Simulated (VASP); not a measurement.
Input of a VASP 6.6.1 run:

File INCAR:

```
SYSTEM = Al
PREC = Accurate ; ENCUT = 520
EDIFF = 1E-6 ; ISMEAR = 0
SIGMA = 0.1 ; LREAL = .False.
LASPH = .True. ; NELM = 60
ALGO = Normal ; ISIF = 2
LWAVE = .False. ; LCHARG = .False.
GGA = PE ; NBANDS = 8
```

File KPOINTS:

```
Automatic mesh
0
Gamma
  9 9 6
  0 0 0
```

Contents of POSCAR:

```
Al
1.0
    2.7825281607      0.0000000000      0.0000000000
   -1.3912640803      2.4097400739      0.0000000000
    0.0000000000      0.0000000000      2.7866192483
Al
1
Direct
    0.0000000000      0.0000000000      0.0000000000
```

Potentials or basis: VASP PAW PBE potentials, release 64 (Al).

Launch:

```console
$ cat potpaw_PBE.64/Al/POTCAR > POTCAR
$ mpirun -np 1 vasp_std > vasp.out
```

Task: Estimate the pressure.

Result: 0.0 GPa.

Stress tensor (GPa, compression positive):
```
-0.02  0.00  0.00
 0.00 -0.02  0.00
 0.00  0.00  0.08
```

Caveat: the k points lie up to 0.38 Å⁻¹ apart.
